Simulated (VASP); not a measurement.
# W (Im-3m) in VASP: further runs

W is run at these levels: PBE; tasks: single point.

Program: VASP 6.6.1. These are calculated values, not measurements. Logs are shortened: lines on timing, memory, paths and dates and some standing lists are left out, and cuts for length are marked.

### 1 The cell of the first run

The structure is cubic, space group Im-3m (No. 229). Conventional cell: a = 3.226 Å, b = 3.226 Å, c = 3.226 Å, α = 90.00°, β = 90.00°, γ = 90.00°. Within 3.7 Å of W (site symmetry m-3m) lie 14 W at 2.79 to 3.23 Å.

### 2 Single point, PBE

File INCAR:

```
PREC = Accurate
ENCUT = 520
EDIFF = 1E-6
ISMEAR = -1
SIGMA = 0.06122561905347299
LREAL = F
LASPH = T
NELM = 60
ALGO = Normal
ISIF = 2
LWAVE = F
LCHARG = F
GGA = PE
NBANDS = 13
```

File KPOINTS:

```
regular mesh
0
Gamma
  16 16 16
```

File POSCAR:

```
W
1.0
   -1.6131946463      1.6131946463      1.6131946463
    1.6131946463     -1.6131946463      1.6131946463
    1.6131946463      1.6131946463     -1.6131946463
W
1
Direct
    0.0000000000      0.0000000000      0.0000000000
```

Potentials or basis: VASP PAW PBE potentials, release 64 (W_sv).

Command:

```bash
$ cat potpaw_PBE.64/W_sv/POTCAR > POTCAR
$ mpirun -np 1 vasp_std > vasp.out
```

OUTCAR:

```text
PREC = Accurate
   ENCUT = 520
   EDIFF = 1E-6
   ISMEAR = -1
   LREAL = F
   LASPH = T
   NELM = 60
   ISIF = 2
   GGA = PE

 ion  position               nearest neighbor table
   1  0.000  0.000  0.000-

  LATTYP: Found a body centered cubic cell.
 ALAT       =     3.2263892926

  Lattice vectors:

 A1 = (  -1.6131946463,   1.6131946463,   1.6131946463)
 A2 = (   1.6131946463,  -1.6131946463,   1.6131946463)
 A3 = (   1.6131946463,   1.6131946463,  -1.6131946463)

Analysis of symmetry for initial positions (statically):
=====================================================================
 Subroutine PRICEL returns:
 Original cell was already a primitive cell.

 Routine SETGRP: Setting up the symmetry group for a
 body centered cubic supercell.

 Subroutine GETGRP returns: Found 48 space group operations
 (whereof 48 operations were pure point group operations)
 out of a pool of 48 trial point group operations.

The static configuration has the point symmetry O_h .

Analysis of symmetry for dynamics (positions and initial velocities):
=====================================================================
 Subroutine PRICEL returns:
 Original cell was already a primitive cell.

 Routine SETGRP: Setting up the symmetry group for a
 body centered cubic supercell.

 Subroutine GETGRP returns: Found 48 space group operations
 (whereof 48 operations were pure point group operations)
 out of a pool of 48 trial point group operations.

The dynamic configuration has the point symmetry O_h .

 Subroutine INISYM returns: Found 48 space group operations
 (whereof 48 operations are pure point group operations),
 and found     1 'primitive' translations

----------------------------------------------------------------------------------------

                                     Primitive cell

  volume of cell :      16.7927

  direct lattice vectors                    reciprocal lattice vectors
    -1.613194646  1.613194646  1.613194646     0.000000000  0.309943999  0.309943999
     1.613194646 -1.613194646  1.613194646     0.309943999  0.000000000  0.309943999
     1.613194646  1.613194646 -1.613194646     0.309943999  0.309943999  0.000000000

  length of vectors
     2.794135090  2.794135090  2.794135090     0.438327007  0.438327007  0.438327007

  position of ions in fractional coordinates (direct lattice)
     0.000000000  0.000000000  0.000000000

  ion indices of the primitive-cell ions
   primitive index   ion index
                 1           1

[... 81 lines left out ...]
   PSTRESS=    0.0 pullay stress
   NELECT =      14.0000    total number of electrons
   NUPDOWN=      -1.0000    fix difference up-down
   EMIN   =  10.00;   EMAX   =-10.00  energy-range for DOS
   EFERMI =   0.00;   METHOD = LEGACY
   ISMEAR =    -1;   SIGMA  =   0.06  broadening in eV -4-tet -1-fermi 0-gaus
   EFERMI_NEDOS =   21; number of points for ismear=-14 and -15
   IALGO  =     38    algorithm
   IMIX   =      4    mixing-type and parameters
     AMIX     =   0.40;   BMIX     =  1.00
     AMIX_MAG =   1.60;   BMIX_MAG =  1.00
  volume/ion in A,a.u.               =      16.79       113.32
  Fermi-wavevector in a.u.,A,eV,Ry     =   1.540792  2.911675 32.300784  2.374041
  Thomas-Fermi vector in A             =   2.646829
   LORBIT       =      0    0 simple, 1 ext, 2 COOP (PROOUT), +10 PAW based schemes
   GGA     = PE    functional components
   LHFCALC =     F    Hartree Fock is set to
   AEXX    =    0.0000 exact exchange contribution
   IVDW    =     0    specifies the selected vdW correction
   LEPSILON=     F    determine dielectric tensor
   LRPA    =     F    only Hartree local field effects (RPA)
 non-spin polarized calculation
  energy-cutoff  :      520.00
  volume of cell :       16.79
 maximum number of plane-waves:       466
 NGX is ok and might be reduce to    24
   NGX = 11   NGY = 11   NGZ = 11

 number of electron      13.9999999 magnetization

 Free energy of the ion-electron system (eV)
  ---------------------------------------------------
  ext. energy  EPLUGINS =         0.00000000
  ---------------------------------------------------
  free energy    TOTEN  =       -12.93822246 eV

  energy without entropy =      -12.93142172  energy(sigma->0) =      -12.93482209

 E-fermi :  10.6375     XC(G=0): -13.3173

 val. band max:       10.6358808552   @ k =  -0.1250   0.1875   0.0625
 cond. band min:      10.6584889778   @ k =  -0.2500   0.3125   0.1250
 fundamental gap:      0.0226081226
 Fermi energy:        10.6374629334

 k-point     1 :       0.0000    0.0000    0.0000
  band No.  band energies     occupation
      1     -63.6398      2.00000
      2     -27.2784      2.00000
      3     -27.2784      2.00000
      4     -27.2784      2.00000
      5       1.3122      2.00000
      6       9.4880      2.00000
      7       9.4880      2.00000
      8       9.4880      2.00000
      9      12.7499      0.00000
     10      12.7499      0.00000
     11      25.0091      0.00000
     12      25.0091      0.00000
     13      25.0091      0.00000
[... 354 lines left out ...]
  band No.  band energies     occupation
      1     -63.5482      2.00000
      2     -28.1133      2.00000
      3     -27.6261      2.00000
      4     -27.3695      2.00000
      5       5.4868      2.00000
      6       7.7135      2.00000
      7       8.4119      2.00000
      8      12.1057      0.00000
      9      13.4959      0.00000
     10      15.5261      0.00000
     11      22.4231      0.00000
     12      25.2180      0.00000
     13      27.0096      0.00000

 [... further k-points ...]

------------------------ aborting loop because EDIFF is reached ----------------------------------------

  FORCE on cell =-STRESS in cart. coord.  units (eV):
  Direction    XX          YY          ZZ          XY          YZ          ZX
  --------------------------------------------------------------------------------------
  -------------------------------------------------------------------------------------
  Total       -1.1391740     -1.1391740     -1.1391740      0.0000000     -0.0000000      0.0000000
  in kB     -108.6876871   -108.6876871   -108.6876871      0.0000000     -0.0000000      0.0000000
  external PRESSURE =    -108.6876871 kB  Pullay stress =       0.0000000 kB

 VOLUME and BASIS-vectors are now :
 -----------------------------------------------------------------------------
  energy-cutoff  :      520.00
  volume of cell :       16.79
      direct lattice vectors                 reciprocal lattice vectors
    -1.613194646  1.613194646  1.613194646     0.000000000  0.309943999  0.309943999
     1.613194646 -1.613194646  1.613194646     0.309943999  0.000000000  0.309943999
     1.613194646  1.613194646 -1.613194646     0.309943999  0.309943999  0.000000000

 POSITION                                       TOTAL-FORCE (eV/Angst)
 -----------------------------------------------------------------------------------
      0.00000      0.00000      0.00000        -0.000000     -0.000000      0.000000
 -----------------------------------------------------------------------------------
    total drift:                                0.000000      0.000000      0.000000

  FREE ENERGIE OF THE ION-ELECTRON SYSTEM (eV)
  ---------------------------------------------------
  free  energy   TOTEN  =       -12.9382224625 eV

  energy  without entropy=      -12.9314217177  energy(sigma->0) =      -12.93482209
```

OSZICAR:

```text
N       E                     dE             d eps       ncg     rms          rms(c)
DAV:   1     0.839396977334E+02    0.83940E+02   -0.75269E+03  3783   0.122E+03
DAV:   2    -0.119631037756E+02   -0.95903E+02   -0.92132E+02  4225   0.313E+02
DAV:   3    -0.136020295788E+02   -0.16389E+01   -0.16334E+01  4145   0.401E+01
DAV:   4    -0.136090644680E+02   -0.70349E-02   -0.70348E-02  4155   0.291E+00
DAV:   5    -0.136091272289E+02   -0.62761E-04   -0.62761E-04  4210   0.259E-01    0.188E+01
DAV:   6    -0.130747442620E+02    0.53438E+00   -0.47010E-01  3910   0.901E+00    0.710E+00
DAV:   7    -0.129421861681E+02    0.13256E+00   -0.23131E-01  4135   0.599E+00    0.788E-01
DAV:   8    -0.129383058124E+02    0.38804E-02   -0.44931E-03  3855   0.867E-01    0.104E-01
DAV:   9    -0.129382277094E+02    0.78103E-04   -0.16820E-04  4270   0.160E-01    0.401E-02
DAV:  10    -0.129382216615E+02    0.60479E-05   -0.13494E-05  3970   0.488E-02    0.685E-03
DAV:  11    -0.129382224625E+02   -0.80101E-06   -0.31124E-07  2585   0.677E-03
   1 F= -.12938222E+02 E0= -.12934822E+02  d E =-.680074E-02
```

Run time: 37 s. Hardware: 1 thread of Intel Xeon 8259CL, shared host; peak memory 0.16 GiB.

Results:

* Free energy: -12.9382 eV
* Pressure: -10.9 GPa
* Band gap on the k mesh: zero (band 7 reaches 15.38 eV, above the bottom of band 8 at 9.49 eV)

Caveat: spin-orbit coupling is left out, which moves the levels of the heavy elements.

### 3 Single point, PBE

This run uses another cell than the first one, of 17.12 Å³/atom, 1.019 times its volume.

File INCAR:

```
SYSTEM = W
ALGO = Normal ; EDIFF = 1E-7
ENCUT = 520 ; GGA = PE
ISIF = 2 ; ISMEAR = -1
LASPH = .TRUE. ; LCHARG = .FALSE.
LREAL = .FALSE. ; LWAVE = .FALSE.
NBANDS = 13 ; NELM = 100
PREC = Accurate ; SIGMA = 0.06122561905347299
```

File KPOINTS:

```
k-points
0
G
  16 16 16
  0 0 0
```

File POSCAR:

```
W
1.0
   -1.6234700484      1.6234700484      1.6234700484
    1.6234700484     -1.6234700484      1.6234700484
    1.6234700484      1.6234700484     -1.6234700484
W
1
Direct
    0.0000000000      0.0000000000      0.0000000000
```

Potentials or basis: VASP PAW PBE potentials, release 64 (W_sv).

Command:

```bash
$ cat potpaw_PBE.64/W_sv/POTCAR > POTCAR
$ mpirun -np 1 vasp_std > vasp.out
```

Run time: 38 s. Hardware: 1 thread of Intel Xeon 8259CL, shared host; peak memory 0.16 GiB.

Results (log left out):

* Free energy: -12.9117 eV
* Pressure: -15.5 GPa
* Band gap on the k mesh: zero (band 7 reaches 14.99 eV, above the bottom of band 8 at 9.25 eV)

Levels at points of the mesh, in eV from the Fermi level:
| k point | band 5 | band 6 | band 7 | band 8 | band 9 | band 10 |
| --- | --- | --- | --- | --- | --- | --- |
| (0.00, 0.00, 0.00) | -9.21 | -1.12 | -1.12 | -1.12 | 2.07 | 2.07 |
| (0.50, 0.00, 0.00) | -5.80 | -3.22 | 0.45 | 1.93 | 2.81 | 5.48 |
| (0.50, 0.50, 0.50) | -5.25 | -5.25 | 4.62 | 4.62 | 4.62 | 7.66 |

Caveat: spin-orbit coupling is left out, which moves the levels of the heavy elements.
